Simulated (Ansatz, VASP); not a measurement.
# Two plane-wave programs on SrO

INCAR

```
SYSTEM = SrO
PREC = Accurate
ENCUT = 600
EDIFF = 1E-6
ISMEAR = 0
SIGMA = 0.05
LREAL = .False.
LASPH = .True.
NELM = 120
ALGO = Normal
ISIF = 2
LWAVE = .False.
LCHARG = .False.
GGA = PE
NBANDS = 15
GGA_COMPAT = .False.
```

The input KPOINTS:

```
regular mesh
0
Gamma
  6 6 6
  0 0 0
```

File POSCAR:

```
SrO
1.0
    0.0000000000      2.8067757535      2.8067757535
    2.8067757535      0.0000000000      2.8067757535
    2.8067757535      2.8067757535      0.0000000000
Sr O
1 1
Direct
    0.0000000000      0.0000000000      0.0000000000
    0.2500000000      0.2500000000      0.2500000000
```

Input for Ansatz:

```yaml
crystal:
  lattice:
    - [0.0, 2.8067757535, 2.8067757535]
    - [2.8067757535, 0.0, 2.8067757535]
    - [2.8067757535, 2.8067757535, 0.0]
  atoms:
    - { symbol: Sr, position: [0.0, 0.0, 0.0] }
    - { symbol: O, position: [0.25, 0.25, 0.25] }
basis:
  ecutwfc: 420
kpoints:
  mp_grid: { grid: [6, 6, 6] }
hamiltonian:
  xc: pbe
scf:
  occupations: { method: gaussian, width: 0.05 }
output:
  forces: true
  stress: true
  eigenvalues: true
```

Alike in both runs: task single point; functional PBE; k mesh 6 × 6 × 6; occupations gaussian, width 0.05 eV; no spin polarisation.

|  | VASP | Ansatz |
| --- | --- | --- |
| version | VASP 6.6.1 | Ansatz 0.2.0 |
| potentials or method | VASP PAW PBE potentials, release 64 (Sr_sv, O), cutoff 600 eV | scalar-relativistic, plane waves, PAW |
| valence electrons in the cell | 16 | 16 |

VASP gave:

| Property | Result |
| --- | --- |
| gap on the k mesh at the Fermi level (eV) | 2.49 |
| least direct gap on the mesh (eV) | 3.30 |
| pressure (GPa) | 0.4 |

Estimate Ansatz's values.

gap on the k mesh at the Fermi level (eV): 2.48; least direct gap on the mesh (eV): 3.29; pressure (GPa): 0.0.
